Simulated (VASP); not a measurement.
# Ga4AsP3 (an interface model) in VASP: notebook, part 3 of 3

VASP 6.6.1. The steps go on from the part before.

### Step 5. Single point, PBEsol

The input, INCAR:

```
SYSTEM = Ga4AsP3
PREC = Accurate
ENCUT = 520
EDIFF = 1E-7
ISMEAR = 0
SIGMA = 0.05
LREAL = .False.
LASPH = .True.
NELM = 100
ALGO = Normal
ISIF = 2
LWAVE = .False.
LCHARG = .False.
GGA = PS
NBANDS = 46
```

The input, KPOINTS:

```
Automatic mesh
0
Gamma
  4 3 2
  0 0 0
```

The input, POSCAR:

```
Ga4AsP3
1.0
    2.8300000000     -2.8300000000      0.0000000000
    0.0000000000      0.0000000000      5.6600000000
   -5.3692650000     -5.3692650000      0.0000000000
Ga P As
4 3 1
Direct
    0.0220300000      0.9998090000      0.0022870000
    0.9928130000      0.0136050000      0.5059220000
    0.4832280000      0.5074420000      0.7643460000
    0.5077550000      0.5024450000      0.2647450000
    0.9920750000      0.2610850000      0.7590340000
    0.0099820000      0.2390340000      0.2624810000
    0.4850650000      0.7318810000      0.5084970000
    0.4845020000      0.7438210000      0.9988730000
```

Potentials or basis: VASP PAW PBE potentials, release 64 (Ga_d, P, As).

Started as:

```console
$ cat potpaw_PBE.64/Ga_d/POTCAR potpaw_PBE.64/P/POTCAR potpaw_PBE.64/As/POTCAR > POTCAR
$ mpirun -np 1 vasp_std > vasp.out
```

OUTCAR:

```text
SYSTEM = Ga4AsP3
   PREC = Accurate
   ENCUT = 520
   EDIFF = 1E-7
   ISMEAR = 0
   LREAL = .False.
   LASPH = .True.
   NELM = 100
   ISIF = 2
   GGA = PS

 ion  position               nearest neighbor table
   1  0.022  1.000  0.002-   8 2.35   5 2.37   6 2.40   8 2.59
   2  0.993  0.014  0.506-   6 2.25   5 2.38   7 2.53   7 2.58
   3  0.483  0.507  0.764-   8 2.23   7 2.32   5 2.41   5 2.47
   4  0.508  0.502  0.265-   7 2.26   8 2.44   6 2.49   6 2.50
   5  0.992  0.261  0.759-   1 2.37   2 2.38   3 2.41   3 2.47
   6  0.010  0.239  0.262-   2 2.25   1 2.40   4 2.49   4 2.50
   7  0.485  0.732  0.508-   4 2.26   3 2.32   2 2.53   2 2.58
   8  0.485  0.744  0.999-   3 2.23   1 2.35   4 2.44   1 2.59

  LATTYP: Found a simple orthorhombic cell.
 ALAT       =     4.0022243815
 B/A-ratio  =     1.4142135624
 C/A-ratio  =     1.8972667845

  Lattice vectors:

 A1 = (   2.8300000000,  -2.8300000000,   0.0000000000)
 A2 = (   0.0000000000,   0.0000000000,   5.6600000000)
 A3 = (  -5.3692650000,  -5.3692650000,   0.0000000000)

Analysis of symmetry for initial positions (statically):
=====================================================================
 Subroutine PRICEL returns:
 Original cell was already a primitive cell.

 Routine SETGRP: Setting up the symmetry group for a
 simple orthorhombic supercell.

 Subroutine GETGRP returns: Found  1 space group operations
 (whereof  1 operations were pure point group operations)
 out of a pool of  8 trial point group operations.

The static configuration has the point symmetry C_1 .

Analysis of symmetry for dynamics (positions and initial velocities):
=====================================================================
 Subroutine PRICEL returns:
 Original cell was already a primitive cell.

 Routine SETGRP: Setting up the symmetry group for a
 simple orthorhombic supercell.

 Subroutine GETGRP returns: Found  1 space group operations
 (whereof  1 operations were pure point group operations)
 out of a pool of  8 trial point group operations.

The dynamic configuration has the point symmetry C_1 .

 Subroutine INISYM returns: Found  1 space group operations
 (whereof  1 operations are pure point group operations),
 and found     1 'primitive' translations

----------------------------------------------------------------------------------------

                                     Primitive cell

  volume of cell :     172.0076

  direct lattice vectors                    reciprocal lattice vectors
     2.830000000 -2.830000000  0.000000000     0.176678445 -0.176678445  0.000000000
     0.000000000  0.000000000  5.660000000     0.000000000  0.000000000  0.176678445
    -5.369265000 -5.369265000  0.000000000    -0.093122615 -0.093122615  0.000000000

  length of vectors
     4.002224382  5.660000000  7.593287383     0.249861053  0.176678445  0.131695266

  position of ions in fractional coordinates (direct lattice)
     0.022030000  0.999809000  0.002287000
     0.992813000  0.013605000  0.505922000
     0.483228000  0.507442000  0.764346000
     0.507755000  0.502445000  0.264745000
     0.992075000  0.261085000  0.759034000
     0.009982000  0.239034000  0.262481000
     0.485065000  0.731881000  0.508497000
     0.484502000  0.743821000  0.998873000

  ion indices of the primitive-cell ions
   primitive index   ion index
                 1           1
                 2           2
[... 47 lines left out ...]
  0.250000 -0.333333  0.500000      2.000000
  0.500000  0.333333  0.500000      2.000000
   k-points           NKPTS =     14   k-points in BZ     NKDIM =     14   number of bands    NBANDS=     46
   number of dos      NEDOS =    301   number of ions     NIONS =      8
   total plane-waves  NPLWV =  70560
   dimension x,y,z NGX =    30 NGY =   42 NGZ =   56
   dimension x,y,z NGXF=    60 NGYF=   84 NGZF=  112
   ions per type =               4   3   1
   NGX,Y,Z   is equivalent  to a cutoff of  12.46, 12.34, 12.26 a.u.
   NGXF,Y,Z  is equivalent  to a cutoff of  24.92, 24.67, 24.52 a.u.
 SYSTEM =  Ga4AsP3
   PREC   = accura    normal or accurate (medium, high low for compatibility)
   ISTART =      0    job   : 0-new  1-cont  2-samecut
   ICHARG =      2    charge: 1-file 2-atom 10-const
   ISPIN  =      1    spin polarized calculation?
   LNONCOLLINEAR =      F non collinear calculations
   LSORBIT =      F    spin-orbit coupling
   LASPH  =      T    aspherical Exc in radial PAW
   ENCUT  =  520.0 eV  38.22 Ry    6.18 a.u.   7.44 10.52 14.12*2*pi/ulx,y,z
   NELM   =    100;   NELMIN=  2; NELMDL= -5     # of ELM steps
   EDIFF  = 0.1E-06   stopping-criterion for ELM
   LREAL  =      F    real-space projection
   EDIFFG = 0.1E-05   stopping-criterion for IOM
   NSW    =      0    number of steps for IOM
   IBRION =     -1    ionic relax: 0-MD 1-quasi-New 2-CG
   NFREE  =      0    steps in history (QN), initial steepest desc. (CG)
   ISIF   =      2    stress and relaxation
   ISYM   =      2    0-nonsym 1-usesym 2-fastsym
   POTIM  = 0.5000    time-step for ionic-motion
   TEBEG  =    0.0;   TEEND  =   0.0 temperature during run
   PSTRESS=    0.0 pullay stress
   NELECT =      72.0000    total number of electrons
   NUPDOWN=      -1.0000    fix difference up-down
   EMIN   =  10.00;   EMAX   =-10.00  energy-range for DOS
   EFERMI =   0.00;   METHOD = LEGACY
   ISMEAR =     0;   SIGMA  =   0.05  broadening in eV -4-tet -1-fermi 0-gaus
   EFERMI_NEDOS =   21; number of points for ismear=-14 and -15
   IALGO  =     38    algorithm
   IMIX   =      4    mixing-type and parameters
     AMIX     =   0.40;   BMIX     =  1.00
     AMIX_MAG =   1.60;   BMIX_MAG =  1.00
  volume/ion in A,a.u.               =      21.50       145.10
  Fermi-wavevector in a.u.,A,eV,Ry     =   1.224625  2.314206 20.404742  1.499706
  Thomas-Fermi vector in A             =   2.359693
   LORBIT       =      0    0 simple, 1 ext, 2 COOP (PROOUT), +10 PAW based schemes
   GGA     = PS    functional components
   LHFCALC =     F    Hartree Fock is set to
   AEXX    =    0.0000 exact exchange contribution
   IVDW    =     0    specifies the selected vdW correction
   LEPSILON=     F    determine dielectric tensor
   LRPA    =     F    only Hartree local field effects (RPA)
 non-spin polarized calculation
 Gauss-broadening in eV      SIGMA  =   0.05
  energy-cutoff  :      520.00
  volume of cell :      172.01
 maximum number of plane-waves:      4662
 NGX is ok and might be reduce to    30
   NGX = 15   NGY = 21   NGZ = 29

 number of electron      71.9999997 magnetization

 Free energy of the ion-electron system (eV)
  ---------------------------------------------------
  ext. energy  EPLUGINS =         0.00000000
  ---------------------------------------------------
  free energy    TOTEN  =       -37.81223645 eV

  energy without entropy =      -37.81223645  energy(sigma->0) =      -37.81223645

 E-fermi :   4.4538     XC(G=0):  -9.8013

 val. band max:        4.2257986052   @ k =   0.0000   0.0000   0.0000
 cond. band min:       5.1597470932   @ k =   0.0000   0.0000   0.0000
 fundamental gap:      0.9339484880
 Fermi energy:         4.4538390549

 k-point     1 :       0.0000    0.0000    0.0000
  band No.  band energies     occupation
      1     -10.7652      2.00000
      2     -10.6660      2.00000
      3     -10.6297      2.00000
      4     -10.6011      2.00000
      5     -10.5845      2.00000
      6     -10.5771      2.00000
[... 675 lines left out ...]
     45       9.8206      0.00000
     46       9.9848      0.00000

------------------------ aborting loop because EDIFF is reached ----------------------------------------

  FORCE on cell =-STRESS in cart. coord.  units (eV):
  Direction    XX          YY          ZZ          XY          YZ          ZX
  --------------------------------------------------------------------------------------
  -------------------------------------------------------------------------------------
  Total        0.1068025     -0.0577911     -3.2403558      6.1618542     -0.4252108     -1.4611722
  in kB        0.9948192     -0.5382993    -30.1825257     57.3950313     -3.9606566    -13.6101925
  external PRESSURE =      -9.9086686 kB  Pullay stress =       0.0000000 kB

 VOLUME and BASIS-vectors are now :
 -----------------------------------------------------------------------------
  energy-cutoff  :      520.00
  volume of cell :      172.01
      direct lattice vectors                 reciprocal lattice vectors
     2.830000000 -2.830000000  0.000000000     0.176678445 -0.176678445  0.000000000
     0.000000000  0.000000000  5.660000000     0.000000000  0.000000000  0.176678445
    -5.369265000 -5.369265000  0.000000000    -0.093122615 -0.093122615  0.000000000

 POSITION                                       TOTAL-FORCE (eV/Angst)
 -----------------------------------------------------------------------------------
      0.05007     -0.07462      5.65892        -0.934067      0.692542      0.557918
      0.09323     -5.52609      0.07700        -0.630303     -0.465230     -1.402853
     -2.73644     -5.47151      2.87212         1.356760      1.130622     -1.736590
      0.01546     -2.85843      2.84384         0.249558      0.294207     -1.124881
     -1.26788     -6.88303      1.47774        -0.111523      0.095926     -0.124560
     -1.38108     -1.43758      1.35293         0.648284      0.797200      0.992498
     -1.35752     -4.10299      4.14245        -0.121321     -0.409197      1.700383
     -3.99207     -6.73435      4.21003        -0.457388     -2.136070      1.138086
 -----------------------------------------------------------------------------------
    total drift:                               -0.001036     -0.000879     -0.001780

  FREE ENERGIE OF THE ION-ELECTRON SYSTEM (eV)
  ---------------------------------------------------
  free  energy   TOTEN  =       -37.8122364457 eV

  energy  without entropy=      -37.8122364457  energy(sigma->0) =      -37.81223645
```

It took 4.1 min on 1 thread of Intel Xeon 8259CL, shared host; peak memory 0.3 GiB.

Results:

```yaml
Free_energy: -37.8122 eV
Pressure: -1.0 GPa
Largest_force: 2.477 eV/Å
Band_gap_on_the_k_mesh: 0.93 eV
```

Forces on the atoms (eV/Å):
```
Ga  -0.934  0.693  0.558
Ga  -0.630 -0.465 -1.403
Ga   1.357  1.131 -1.737
Ga   0.250  0.294 -1.125
P   -0.112  0.096 -0.125
P    0.648  0.797  0.992
P   -0.121 -0.409  1.700
As  -0.457 -2.136  1.138
```

Levels at points of the mesh, in eV from the valence-band top:
```tsv
k point	band 34	band 35	band 36	band 37	band 38	band 39
(0.00, 0.00, 0.00)	-0.34	-0.19	0.00	0.93	1.38	1.77
(0.50, 0.00, 0.00)	-2.66	-1.33	-1.14	1.22	1.26	1.37
(0.00, 0.00, 0.50)	-1.39	-0.28	-0.15	1.72	1.94	2.11
(0.50, 0.00, 0.50)	-2.74	-2.64	-2.60	2.23	2.48	2.65
```

Caveat: the PAW data sets were made with another functional, which shifts forces and pressure a little.

### Step 6. Summary

| spin | cutoff (eV) | smearing | gap on the mesh (eV) | pressure (GPa) | largest force (eV/Å) |
| --- | --- | --- | --- | --- | --- |
| collinear | 400 | fermi-dirac 0.05 eV | 0.93 | -1.2 | 2.48 |
| off | 520 | fermi-dirac 0.05 eV | 0.93 | -1.0 | 2.48 |
| off | 520 | gaussian 0.05 eV | 0.93 | -1.0 | 2.48 |

Alike in all rows: task single point; level PBEsol; potentials or basis VASP PAW PBE potentials, release 64 (Ga_d, P, As); cell as given; k mesh 4 × 3 × 2.

Caveats: the PAW data sets were made with another functional, which shifts forces and pressure a little.

Total energies depend on the potentials used, so only differences within one code and one set of settings carry meaning.
